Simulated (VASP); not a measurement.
# SrO (Fm-3m) in VASP: further runs, part 2 of 2

VASP 6.6.1. Earlier steps stand in the parts before.

## 3. Relaxation of cell and atoms, PBE-based screened hybrid with 25 % exact exchange

Contents of POSCAR:

```
SrO
1.0
    0.0000000000      2.5663000000      2.5663000000
    2.5663000000      0.0000000000      2.5663000000
    2.5663000000      2.5663000000      0.0000000000
Sr O
1 1
Direct
    0.5000000000      0.5000000000      0.5000000000
    0.0000000000      0.0000000000      0.0000000000
```

Contents of INCAR.step1:

```
PREC     = Accurate       # precision mode
ENCUT    = 800            # plane-wave cutoff, eV
EDIFF    = 1E-5           # SCF threshold, eV
ISMEAR   = -1             # smearing method
SIGMA    = 0.05           # smearing width, eV
LREAL    = F              # projectors in reciprocal space
LASPH    = T              # aspherical terms in the spheres
NELM     = 120            # most SCF steps
ALGO     = Normal         # electronic algorithm
LWAVE    = T              # write WAVECAR
LCHARG   = F              # write CHGCAR
GGA      = PE             # functional
NBANDS   = 15             # bands
GGA_COMPAT= F            
IBRION   = 2              # ionic algorithm
ISIF     = 3              # what is computed and relaxed
EDIFFG   = -0.005         # ionic threshold
NELMIN   = 4            
NSW      = 100            # ionic steps
KPAR     = 8
```

Contents of INCAR.step2:

```
PREC     = Accurate       # precision mode
ENCUT    = 800            # plane-wave cutoff, eV
EDIFF    = 1E-7           # SCF threshold, eV
ISMEAR   = -1             # smearing method
SIGMA    = 0.05           # smearing width, eV
LREAL    = F              # projectors in reciprocal space
LASPH    = T              # aspherical terms in the spheres
NELM     = 120            # most SCF steps
ALGO     = Normal         # electronic algorithm
ISIF     = 3              # what is computed and relaxed
LWAVE    = F              # write WAVECAR
LCHARG   = F              # write CHGCAR
GGA      = PE             # functional
LHFCALC  = T              # exact exchange
AEXX     = 0.25           # exact-exchange fraction
HFSCREEN = 0.3            # screening, 1/A
PRECFOCK = Normal       
IBRION   = 2              # ionic algorithm
NSW      = 60             # ionic steps
EDIFFG   = -0.01          # ionic threshold
ISTART   = 1            
GGA_COMPAT= F            
NELMIN   = 4            
KPAR     = 8
```

Contents of KPOINTS:

```
regular mesh
0
Gamma
  5 5 5
```

Potentials or basis: VASP PAW PBE potentials, release 64 (Sr_sv, O).

Run with:

```console
$ cat potpaw_PBE.64/Sr_sv/POTCAR potpaw_PBE.64/O/POTCAR > POTCAR
$ cp INCAR.step1 INCAR
$ mpirun -np 8 vasp_std > vasp.out
$ cp INCAR.step2 INCAR
$ mpirun -np 8 vasp_std > vasp.out
```

OUTCAR:

```text
PREC = Accurate
   ENCUT = 800
   EDIFF = 1E-7
   ISMEAR = -1
   LREAL = F
   LASPH = T
   NELM = 120
   ISIF = 3
   GGA = PE
   LHFCALC = T
   AEXX = 0.25
   HFSCREEN = 0.3
   PRECFOCK = Normal
   IBRION = 2
   NSW = 60
   EDIFFG = -0.01
   ISTART = 1
   NELMIN = 4

 ion  position               nearest neighbor table
   1  0.500  0.500  0.500-   2 2.57   2 2.57   2 2.57   2 2.57   2 2.57   2 2.57
   2  0.000  0.000  0.000-   1 2.57   1 2.57   1 2.57   1 2.57   1 2.57   1 2.57

  LATTYP: Found a face centered cubic cell.
 ALAT       =     5.1326000000

  Lattice vectors:

 A1 = (   0.0000000000,   2.5663000000,   2.5663000000)
 A2 = (   2.5663000000,   0.0000000000,   2.5663000000)
 A3 = (   2.5663000000,   2.5663000000,   0.0000000000)

Analysis of symmetry for initial positions (statically):
=====================================================================
 Subroutine PRICEL returns:
 Original cell was already a primitive cell.

 Routine SETGRP: Setting up the symmetry group for a
 face centered cubic supercell.

 Subroutine GETGRP returns: Found 48 space group operations
 (whereof 48 operations were pure point group operations)
 out of a pool of 48 trial point group operations.

The static configuration has the point symmetry O_h .

Analysis of symmetry for dynamics (positions and initial velocities):
=====================================================================
 Subroutine PRICEL returns:
 Original cell was already a primitive cell.

 Routine SETGRP: Setting up the symmetry group for a
 face centered cubic supercell.

 Subroutine GETGRP returns: Found 48 space group operations
 (whereof 48 operations were pure point group operations)
 out of a pool of 48 trial point group operations.

The dynamic configuration has the point symmetry O_h .

 Subroutine INISYM returns: Found 48 space group operations
 (whereof 48 operations are pure point group operations),
 and found     1 'primitive' translations

----------------------------------------------------------------------------------------

                                     Primitive cell

  volume of cell :      33.8028

  direct lattice vectors                    reciprocal lattice vectors
     0.000000000  2.566300000  2.566300000    -0.194833028  0.194833028  0.194833028
     2.566300000  0.000000000  2.566300000     0.194833028 -0.194833028  0.194833028
     2.566300000  2.566300000  0.000000000     0.194833028  0.194833028 -0.194833028

  length of vectors
     3.629296265  3.629296265  3.629296265     0.337460704  0.337460704  0.337460704

  position of ions in fractional coordinates (direct lattice)
     0.500000000  0.500000000  0.500000000
     0.000000000  0.000000000  0.000000000

  ion indices of the primitive-cell ions
   primitive index   ion index
                 1           1
                 2           2

----------------------------------------------------------------------------------------

 KPOINTS: regular mesh

Automatic generation of k-mesh.
 Grid dimensions read from file:
 generate k-points for:    5    5    5

 Generating k-lattice:

  Cartesian coordinates                     Fractional coordinates (reciprocal lattice)
    -0.038966606  0.038966606  0.038966606     0.200000000  0.000000000  0.000000000
     0.038966606 -0.038966606  0.038966606     0.000000000  0.200000000  0.000000000
     0.038966606  0.038966606 -0.038966606     0.000000000  0.000000000  0.200000000

  Length of vectors
     0.067492141  0.067492141  0.067492141

  Shift w.r.t. Gamma in fractional coordinates (k-lattice)
     0.000000000  0.000000000  0.000000000

 Subroutine IBZKPT returns following result:
 ===========================================

 Found     10 irreducible k-points:

 Following reciprocal coordinates:
            Coordinates               Weight
  0.000000  0.000000  0.000000      1.000000
  0.200000  0.000000  0.000000      8.000000
  0.400000  0.000000  0.000000      8.000000
  0.200000  0.200000  0.000000      6.000000
  0.400000  0.200000  0.000000     24.000000
 -0.400000  0.200000  0.000000     24.000000
 -0.200000  0.200000  0.000000     12.000000
  0.400000  0.400000  0.000000      6.000000
 -0.400000  0.400000  0.000000     12.000000
 -0.400000  0.400000  0.200000     24.000000
   k-points           NKPTS =     10   k-points in BZ     NKDIM =    125   number of bands    NBANDS=     12
   number of dos      NEDOS =    301   number of ions     NIONS =      2
   total plane-waves  NPLWV =  46656
   dimension x,y,z NGX =    36 NGY =   36 NGZ =   36
   dimension x,y,z NGXF=    72 NGYF=   72 NGZF=   72
   ions per type =               1   1
   NGX,Y,Z   is equivalent  to a cutoff of  16.49, 16.49, 16.49 a.u.
   NGXF,Y,Z  is equivalent  to a cutoff of  32.98, 32.98, 32.98 a.u.
 SYSTEM =  unknown system
   PREC   = accura    normal or accurate (medium, high low for compatibility)
   ISTART =      1    job   : 0-new  1-cont  2-samecut
   ICHARG =      0    charge: 1-file 2-atom 10-const
   ISPIN  =      1    spin polarized calculation?
   LNONCOLLINEAR =      F non collinear calculations
   LSORBIT =      F    spin-orbit coupling
   LASPH  =      T    aspherical Exc in radial PAW
   ENCUT  =  800.0 eV  58.80 Ry    7.67 a.u.   8.37  8.37  8.37*2*pi/ulx,y,z
   NELM   =    120;   NELMIN=  4; NELMDL=  0     # of ELM steps
   EDIFF  = 0.1E-06   stopping-criterion for ELM
   LREAL  =      F    real-space projection
   EDIFFG = -.1E-01   stopping-criterion for IOM
   NSW    =     60    number of steps for IOM
   IBRION =      2    ionic relax: 0-MD 1-quasi-New 2-CG
   NFREE  =      1    steps in history (QN), initial steepest desc. (CG)
   ISIF   =      3    stress and relaxation
   ISYM   =      3    0-nonsym 1-usesym 2-fastsym
   POTIM  = 0.5000    time-step for ionic-motion
   TEBEG  =    0.0;   TEEND  =   0.0 temperature during run
   PSTRESS=    0.0 pullay stress
   NELECT =      16.0000    total number of electrons
   NUPDOWN=      -1.0000    fix difference up-down
   EMIN   =  10.00;   EMAX   =-10.00  energy-range for DOS
   EFERMI =   0.00;   METHOD = LEGACY
   ISMEAR =    -1;   SIGMA  =   0.05  broadening in eV -4-tet -1-fermi 0-gaus
   EFERMI_NEDOS =   21; number of points for ismear=-14 and -15
   IALGO  =     38    algorithm
   IMIX   =      1    mixing-type and parameters
     AMIX     =   0.40;   BMIX     =  1.00
     AMIX_MAG =   1.60;   BMIX_MAG =  1.00
  volume/ion in A,a.u.               =      16.90       114.06
  Fermi-wavevector in a.u.,A,eV,Ry     =   1.275843  2.410995 22.147245  1.627777
  Thomas-Fermi vector in A             =   2.408533
   LORBIT       =      0    0 simple, 1 ext, 2 COOP (PROOUT), +10 PAW based schemes
   GGA     = PE    functional components
   LHFCALC =     T    Hartree Fock is set to
   PRECFOCK=normal    Normal, Fast or Accurate (Low or Medium for compatibility)
   ENCUT4O =  -1.0   cutoff for four orbital integrals eV
   NKREDX  =     1    reduce k-point grid by
   NKREDY  =     1    reduce k-point grid by
   NKREDZ  =     1    reduce k-point grid by
   AEXX    =    0.2500 exact exchange contribution
   HFSCREEN=    0.3000 screening length (either q_TF or 0.3 A-1)
   HFSCREENC=   0.3000 screening length for correlation (either q_TF or 0.3 A-1)
   ENCUTFOCK=  -1.0 apply spherical cutoff to Coloumb kernel
   IVDW    =     0    specifies the selected vdW correction
   LEPSILON=     F    determine dielectric tensor
   LRPA    =     F    only Hartree local field effects (RPA)
 conjugate gradient relaxation of ions
 non-spin polarized calculation
  energy-cutoff  :      800.00
  volume of cell :       33.80
 maximum number of plane-waves:      1807
 NGX is ok and might be reduce to    36
  NGX = 28; NGY = 28; NGZ = 28

--------------------------------------- Ionic step        1  -------------------------------------------

 number of electron      16.0000000 magnetization

 Free energy of the ion-electron system (eV)
  ---------------------------------------------------
  ext. energy  EPLUGINS =         0.00000000
  ---------------------------------------------------
  free energy    TOTEN  =       -13.94366546 eV

  energy without entropy =      -13.94366546  energy(sigma->0) =      -13.94366546

------------------------ aborting loop because EDIFF is reached ----------------------------------------

  FORCE on cell =-STRESS in cart. coord.  units (eV):
  Direction    XX          YY          ZZ          XY          YZ          ZX
  --------------------------------------------------------------------------------------
  -------------------------------------------------------------------------------------
  Total        0.3841912      0.3841912      0.3841912      0.0000000      0.0000000      0.0000000
  in kB       18.2098245     18.2098245     18.2098245      0.0000000      0.0000000      0.0000000
  external PRESSURE =      18.2098245 kB  Pullay stress =       0.0000000 kB
[... 57 lines left out ...]
  energy  without entropy=      -13.9464539355  energy(sigma->0) =      -13.94645394

--------------------------------------- Ionic step        3  -------------------------------------------

 number of electron      16.0000001 magnetization

 Free energy of the ion-electron system (eV)
  ---------------------------------------------------
  ext. energy  EPLUGINS =         0.00000000
  ---------------------------------------------------
  free energy    TOTEN  =       -13.94724037 eV

  energy without entropy =      -13.94724037  energy(sigma->0) =      -13.94724037

 E-fermi :   1.7553     XC(G=0):  -8.3593

 val. band max:        0.6791344676   @ k =   0.0000   0.0000   0.0000
 cond. band min:       5.3748662319   @ k =   0.4000   0.4000   0.0000
 fundamental gap:      4.6957317643
 Fermi energy:         1.7553212636

 k-point     1 :       0.0000    0.0000    0.0000
  band No.  band energies     occupation
      1     -33.6413      2.00000
      2     -15.8187      2.00000
      3     -14.0269      2.00000
      4     -14.0269      2.00000
      5     -14.0269      2.00000
      6       0.6791      2.00000
      7       0.6791      2.00000
      8       0.6791      2.00000
      9       5.8193      0.00000
     10       8.2501      0.00000
     11       8.2501      0.00000
     12       8.2501      0.00000
[... 162 lines left out ...]
  FREE ENERGIE OF THE ION-ELECTRON SYSTEM (eV)
  ---------------------------------------------------
  free  energy   TOTEN  =       -13.9472403708 eV

  energy  without entropy=      -13.9472403707  energy(sigma->0) =      -13.94724037

 reached required accuracy - stopping structural energy minimisation
```

It took 27 min on 8 MPI ranks of Intel Xeon Platinum 8259CL at 2.50GHz (Skylake/Cascade Lake), shared host; peak memory 0.33 GiB.

What came out:

- Free energy: -13.9472 eV
- Relaxed volume: 17.22 Å³/atom
- Relaxed cell: a = 3.652 Å, b = 3.652 Å, c = 3.652 Å, α = 60.00°, β = 60.00°, γ = 60.00°
- Space group after relaxing (to 0.1 Å): Fm-3m (No. 225)
- Energy gained by relaxing: 1.8 meV/atom
- Ionic steps: 3
- Pressure after relaxing: 0.0 GPa
- Band gap on the k mesh: 4.70 eV (least direct gap 4.82 eV)

The path:
| step | energy change (eV) | largest force (eV/Å) | pressure (GPa) | volume (Å³) |
| --- | --- | --- | --- | --- |
| 1 | 0.0000 | 0.0000 | 1.82 | 33.80 |
| 2 | -0.0028 | 0.0000 | -0.82 | 34.75 |
| 3 | -0.0036 | 0.0000 | 0.00 | 34.44 |

Final structure:
```
CELL_PARAMETERS angstrom
0.00000 2.58240 2.58240
2.58240 0.00000 2.58240
2.58240 2.58240 0.00000
ATOMIC_POSITIONS crystal
Sr 0.50000 0.50000 0.50000
O 0.00000 0.00000 0.00000
```

Caveat: the k points lie up to 0.42 Å⁻¹ apart in the final cell; the PAW data sets were made with another functional, which shifts forces and pressure a little; an odd mesh through Γ misses points on the zone boundary, where band edges can lie.

## 4. Relaxation of cell and atoms, B3LYP

POSCAR is that of step 3.

Contents of INCAR.step1:

```
SYSTEM = SrO
ALGO     = Normal         ! electronic algorithm
EDIFF    = 1E-5           ! SCF threshold, eV
ENCUT    = 600            ! plane-wave cutoff, eV
GGA      = PE             ! functional
ISMEAR   = -1             ! smearing method
LASPH    = .TRUE.         ! aspherical terms in the spheres
LCHARG   = .FALSE.        ! write CHGCAR
LREAL    = .FALSE.        ! projectors in reciprocal space
LWAVE    = .TRUE.         ! write WAVECAR
NBANDS   = 15             ! bands
NELM     = 80             ! most SCF steps
PREC     = Accurate       ! precision mode
SIGMA    = 0.05           ! smearing width, eV
```

Contents of INCAR.step2:

```
SYSTEM = SrO
AEXX     = 0.2            ! exact-exchange fraction
AGGAC    = 0.81         
AGGAX    = 0.72         
ALDAC    = 0.19         
ALGO     = Normal         ! electronic algorithm
EDIFF    = 1E-6           ! SCF threshold, eV
EDIFFG   = -0.01          ! ionic threshold
ENCUT    = 600            ! plane-wave cutoff, eV
GGA      = B3             ! functional
IBRION   = 2              ! ionic algorithm
ISIF     = 3              ! what is computed and relaxed
ISMEAR   = -1             ! smearing method
ISTART   = 1            
LASPH    = .TRUE.         ! aspherical terms in the spheres
LCHARG   = .FALSE.        ! write CHGCAR
LHFCALC  = .TRUE.         ! exact exchange
LREAL    = .FALSE.        ! projectors in reciprocal space
LWAVE    = .FALSE.        ! write WAVECAR
NELM     = 80             ! most SCF steps
NSW      = 60             ! ionic steps
PREC     = Accurate       ! precision mode
PRECFOCK = Normal       
SIGMA    = 0.05           ! smearing width, eV
```

Contents of KPOINTS:

```
k-points
0
G
  5 5 5
  0 0 0
```

Run with:

```console
$ cat potpaw_PBE.64/Sr_sv/POTCAR potpaw_PBE.64/O/POTCAR > POTCAR
$ cp INCAR.step1 INCAR
$ mpirun -np 1 vasp_std > vasp.out
$ cp INCAR.step2 INCAR
$ mpirun -np 1 vasp_std > vasp.out
```

Run time: 81 min. Hardware: 1 thread of AMD EPYC 7R13, shared host; peak memory 0.2 GiB.

It converged, with:

| Quantity | Value |
| --- | --- |
| Free energy | -13.8406 eV |
| Relaxed volume | 17.67 Å³/atom |
| Relaxed cell | a = 3.683 Å, b = 3.683 Å, c = 3.683 Å, α = 60.00°, β = 60.00°, γ = 60.00° |
| Space group after relaxing (to 0.1 Å) | Fm-3m (No. 225) |
| Energy gained by relaxing | 9.8 meV/atom |
| Ionic steps | 3 |
| Pressure after relaxing | 0.0 GPa |
| Band gap on the k mesh | 5.36 eV (least direct gap 5.50 eV) |

The path:
| step | energy change (eV) | largest force (eV/Å) | pressure (GPa) | volume (Å³) |
| --- | --- | --- | --- | --- |
| 1 | 0.0000 | 0.0000 | 4.25 | 33.80 |
| 2 | -0.0158 | 0.0000 | -1.71 | 36.04 |
| 3 | -0.0196 | 0.0000 | -0.01 | 35.33 |

Final structure:
```xyz
2
Lattice="0.0000 2.6044 2.6044 2.6044 0.0000 2.6044 2.6044 2.6044 0.0000" Properties=species:S:1:pos:R:3 pbc="T T T"
Sr    2.6044    2.6044    2.6044
O     0.0000    0.0000    0.0000
```

Levels at points of the mesh, in eV from the valence-band top:
```
           k point  band 4  band 5  band 6  band 7  band 8  band 9  band 10  band 11  band 12
(0.00, 0.00, 0.00)  -14.81  -14.81    0.00    0.00    0.00    5.68     8.06     8.06     8.06
```

Caveat: the k points lie up to 0.42 Å⁻¹ apart in the final cell; the PAW data sets were made with another functional, which shifts forces and pressure a little; an odd mesh through Γ misses points on the zone boundary, where band edges can lie.

## 5. Single point, PBE0, non-collinear spin, zero start, spin-orbit coupling

POSCAR is that of step 4.

Contents of INCAR.step1:

```
PREC = Accurate
ENCUT = 520
EDIFF = 1E-5
ISMEAR = -1
SIGMA = 0.05
LREAL = False
LASPH = True
NELM = 200
ALGO = Normal
ISIF = 2
LWAVE = True
MAGMOM = 0 0 0 0 0 0
LORBIT = 11
LSORBIT = True
GGA_COMPAT = False
LORBMOM = True
NBANDS = 28
GGA = PE
```

Contents of INCAR.step2:

```
PREC = Accurate
ENCUT = 520
EDIFF = 1E-6
ISMEAR = -1
SIGMA = 0.05
LREAL = False
LASPH = True
NELM = 200
ALGO = Normal
ISIF = 2
LWAVE = False
LCHARG = True
MAGMOM = 0 0 0 0 0 0
LORBIT = 11
LSORBIT = True
GGA_COMPAT = False
LORBMOM = True
GGA = PE
LHFCALC = True
AEXX = 0.25
PRECFOCK = Normal
LVHAR = True
NBANDS = 28
ISTART = 1
```

Contents of KPOINTS:

```
Automatic mesh
0
Gamma
  4 4 4
```

Run with:

```console
$ cat potpaw_PBE.64/Sr_sv/POTCAR potpaw_PBE.64/O/POTCAR > POTCAR
$ cp INCAR.step1 INCAR
$ mpirun -np 1 vasp_ncl > vasp.out
$ cp INCAR.step2 INCAR
$ mpirun -np 1 vasp_ncl > vasp.out
```

Wall time 50 min (1 thread of Oxide Virtual Turin-like, shared host); peak memory 0.24 GiB.

The run converged. Its results:

* Free energy: -14.8706 eV
* Pressure: 1.6 GPa
* Net moment: 0.00 μB per cell
* Valence electrons inside the program's atomic spheres: Sr 8.13; O 5.01

Moments on the atoms (μB; x, y, z):
```
Sr  0.00 0.00 0.00
O   0.00 0.00 0.00
```

Caveat: the k points lie up to 0.53 Å⁻¹ apart; the PAW data sets were made with another functional, which shifts forces and pressure a little.

## 6. The runs side by side

```tsv
task	level	spin	cell	k mesh	cutoff (eV)	share of exact exchange	second try	screening parameter	gap on the mesh (eV)	pressure (GPa)	relaxed volume (Å³/atom)
relaxation of cell and atoms	PBE0	off	relaxed	5 × 5 × 5	600	0.25	-	-	5.69	0.0	17.17
relaxation of cell and atoms	PBE-based screened hybrid with 25 % exact exchange	off	relaxed	5 × 5 × 5	800	0.25	timeout	0.3 1/Å	4.70	0.0	17.22
relaxation of cell and atoms	B3LYP	off	relaxed	5 × 5 × 5	600	0.2	-	-	5.36	0.0	17.67
single point	PBE0	non-collinear, zero start, SOC	as given	4 × 4 × 4	520	0.25	-	-	-	1.6	-
```

Alike in all rows: potentials or basis VASP PAW PBE potentials, release 64 (Sr_sv, O); smearing fermi-dirac 0.05 eV.

Caveats: all runs use coarse meshes; the PAW data sets were made with another functional, which shifts forces and pressure a little; an odd mesh through Γ misses points on the zone boundary, where band edges can lie (at least some runs).

Total energies depend on the potentials used, so only differences within one code and one set of settings carry meaning.
